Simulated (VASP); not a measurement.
The system is Al.

```
Al
1.0
    -1.60516    1.60516    1.60516
     1.60516   -1.60516    1.60516
     1.60516    1.60516   -1.60516
Al
1
Direct
  0.00000 0.00000 0.00000
```

Base run:

| Quantity | Value |
| --- | --- |
| Program | VASP 6.6.1 |
| Functional | PBEsol |
| Potentials or basis | VASP PAW PBE potentials, release 64 (Al) |
| Cutoff | 520 eV |
| k mesh | 17 × 17 × 17 |
| Occupations | fermi-dirac, width 0.05 eV |
| Spin | no spin polarisation |

Its results: pressure 0.1 GPa.

Q: The run is repeated on the same cell with these changes: further incar settings from ALGO = Normal; EDIFF = 1e-06; NBANDS = 8 to ALGO = Normal; EDIFF = 1e-07; NBANDS = 8; dispersion from none to D4. What comes out?

A: Pressure -1.8 GPa.

Caveats: the PAW data sets were made with another functional, which shifts forces and pressure a little; pairwise dispersion overbinds metals, which lowers pressure and volume (some runs).
